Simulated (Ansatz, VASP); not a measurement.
# Si5C in VASP and in Ansatz

```
CELL_PARAMETERS angstrom
2.76086 0.00000 0.00000
-1.38043 2.39097 0.00000
0.00000 0.00000 13.45137
ATOMIC_POSITIONS crystal
Si 0.33333 0.66667 0.66667
Si 0.33333 0.66667 0.00000
Si 0.33333 0.66667 0.33333
Si 0.66667 0.33333 0.83333
Si 0.66667 0.33333 0.16667
C 0.66667 0.33333 0.50000
```

Alike in both runs: task single point; functional PBE; k mesh 6 × 6 × 2; occupations gaussian, width 0.1 eV; collinear spin.

|  | VASP | Ansatz |
| --- | --- | --- |
| version | VASP 6.6.1 | Ansatz 0.2.0 |
| potentials or method | VASP PAW PBE potentials, release 64 (Si, C), cutoff 520 eV | scalar-relativistic, plane waves, PAW |
| valence electrons in the cell | 24 | 24 |

|  | VASP | Ansatz | Ansatz less VASP |
| --- | --- | --- | --- |
| gap on the k mesh at the Fermi level (eV) | none | none | - |
| pressure (GPa) | -8.8 | -8.8 | +0.01 |
| traceless stress, the component that is largest in VASP (GPa) | -6.42 | -6.42 | 0.000 |
| rms of the force components (eV/Å) | 0.473 | 0.475 | +0.0011 |
| net moment per atom (μB) | 0.00 | 0.00 | -0.001 |

Atom by atom the forces differ by 0.001 eV/Å (rms over components). A gap of «none» marks a metal or a gap that the smearing closes. Ansatz's warnings: seeded moment not kept.

The k mesh is coarse, so the values compare programs but aren't converged.
